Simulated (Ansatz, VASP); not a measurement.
**GaMo: VASP beside Ansatz**

```
CELL_PARAMETERS angstrom
0.00000 2.56423 2.56423
2.56423 0.00000 2.56423
2.56423 2.56423 0.00000
ATOMIC_POSITIONS crystal
Ga 0.50000 0.50000 0.50000
Mo 0.00000 0.00000 0.00000
```

Change from the starting cell: species swapped into the AgCl type (Fm-3m, No. 225).

Alike in both runs: functional PBE; k mesh 7 × 7 × 7; occupations gaussian, width 0.2 eV; no spin polarisation.

Ansatz relaxed the structure, and its values are those at the end. VASP's run is a single point on that final structure, the one shown.

|  | VASP | Ansatz |
| --- | --- | --- |
| version | VASP 6.6.1 | Ansatz 0.2.0 |
| potentials or method | VASP PAW PBE potentials, release 64 (Ga_d, Mo_sv), cutoff 520 eV | scalar-relativistic, plane waves, PAW |
| valence electrons in the cell | 27 | 27 |

```tsv
	VASP	Ansatz	Ansatz less VASP
gap on the k mesh at the Fermi level (eV)	none	none	-
pressure (GPa)	0.2	-0.2	-0.43
```

A gap of «none» marks a metal or a gap that the smearing closes.
